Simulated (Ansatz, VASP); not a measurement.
**Al2Cu in VASP and in Ansatz**

The input INCAR:

```
SYSTEM = Al2Cu
ALGO     = Fast           ! electronic algorithm
EDIFF    = 1E-7           ! SCF threshold, eV
ENCUT    = 520            ! plane-wave cutoff, eV
GGA      = CA             ! functional
ISIF     = 2              ! what is computed and relaxed
ISMEAR   = 0              ! smearing method
LASPH    = .True.         ! aspherical terms in the spheres
LCHARG   = .False.        ! write CHGCAR
LREAL    = .False.        ! projectors in reciprocal space
LWAVE    = .False.        ! write WAVECAR
NBANDS   = 16             ! bands
NELM     = 100            ! most SCF steps
PREC     = Accurate       ! precision mode
SIGMA    = 0.15           ! smearing width, eV
```

Contents of KPOINTS:

```
k-points
0
Gamma
  10 10 14
  0 0 0
```

POSCAR

```
Al2Cu
1.0
    4.0422638858      0.0000000000      0.0000000000
    0.0000000000      4.0422638858      0.0000000000
    0.0000000000      0.0000000000      2.5957000000
Al Cu
2 1
Direct
    0.5000000000      0.0000000000      0.5000000000
    0.0000000000      0.5000000000      0.5000000000
    0.0000000000      0.0000000000      0.0000000000
```

Input for Ansatz:

```yaml
crystal:
  lattice:
    - [4.0422638858, 0.0, 0.0]
    - [0.0, 4.0422638858, 0.0]
    - [0.0, 0.0, 2.5957]
  atoms:
    - { symbol: Al, position: [0.5, 0.0, 0.5] }
    - { symbol: Al, position: [0.0, 0.5, 0.5] }
    - { symbol: Cu, position: [0.0, 0.0, 0.0] }
basis:
  ecutwfc: 520.0
kpoints:
  mp_grid: { grid: [10, 10, 14] }
hamiltonian:
  xc: lda
  pseudopotentials: { kind: paw, azcp: { folder: soft_1 } }
scf:
  occupations: { method: gaussian, width: 0.15 }
output:
  forces: true
  stress: true
  eigenvalues: true
```

Alike in both runs: task single point; functional LDA; k mesh 10 × 10 × 14; occupations gaussian, width 0.15 eV; no spin polarisation.

|  | VASP | Ansatz |
| --- | --- | --- |
| version | VASP 6.6.1 | Ansatz 0.2.0 |
| potentials or method | VASP PAW LDA potentials, release 64 (Al, Cu), cutoff 520 eV | scalar-relativistic, plane waves, PAW |
| valence electrons in the cell | 17 | 25 |

|  | VASP | Ansatz | Ansatz less VASP |
| --- | --- | --- | --- |
| gap on the k mesh at the Fermi level (eV) | none | none | - |
| pressure (GPa) | 12.2 | 11.8 | -0.39 |
| traceless stress, the component that is largest in VASP (GPa) | 7.45 | 7.45 | -0.005 |

Ansatz warns that its potentials were made for another functional, while VASP's fit it. LDA's correlation is that of Perdew and Zunger in VASP and of Perdew and Wang (1992) in Ansatz. A gap of «none» marks a metal or a gap that the smearing closes. VASP's potentials hold 17 valence electrons a cell and Ansatz's 25, so a difference there can come from the potentials and not from the codes.
